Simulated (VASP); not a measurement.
Set up this calculation in VASP 6.6.1, as the native input.

```yaml
Task: single point
Functional: PBE
Potentials_or_basis: VASP PAW PBE potentials, release 64 (Hf_pv, C)
Cutoff: 520 eV
k_mesh: 20 × 20 × 20
Occupations: gaussian, width 0.15 eV
Spin: no spin polarisation
Dipole_correction: no
Further_INCAR_settings: ALGO = Normal; EDIFF = 1e-06; NBANDS = 14
```

The structure of HfC lies in POSCAR:

```
HfC
1.0
    0.0000000000      2.3250000000      2.3250000000
    2.3250000000      0.0000000000      2.3250000000
    2.3250000000      2.3250000000      0.0000000000
Hf C
1 1
Direct
    0.5000000000      0.5000000000      0.5000000000
    0.0000000000      0.0000000000      0.0000000000
```

These files were run (other wordings do the same):

INCAR

```
SYSTEM = HfC
ALGO = Normal ; EDIFF = 1E-6
ENCUT = 520 ; GGA = PE
ISIF = 2 ; ISMEAR = 0
LASPH = .TRUE. ; LCHARG = .FALSE.
LREAL = .FALSE. ; LWAVE = .FALSE.
NBANDS = 14 ; NELM = 60
PREC = Accurate ; SIGMA = 0.15
```

KPOINTS

```
k-points
0
G
  20 20 20
  0 0 0
```

Potentials or basis: VASP PAW PBE potentials, release 64 (Hf_pv, C).

The run is started by

```sh
$ cat potpaw_PBE.64/Hf_pv/POTCAR potpaw_PBE.64/C/POTCAR > POTCAR
$ mpirun -np 1 vasp_std > vasp.out
```

Results of the run:

The pressure is -0.5 GPa and the band gap on the k mesh is zero (band 7 reaches 6.95 eV, above the bottom of band 8 at 5.53 eV).

Caveat: spin-orbit coupling is left out, which moves the levels of the heavy elements.

It took 19 s on 1 thread of Intel(R) Xeon(R) 6975P-C (Granite Rapids) (shared host), peak memory 0.21 GiB.
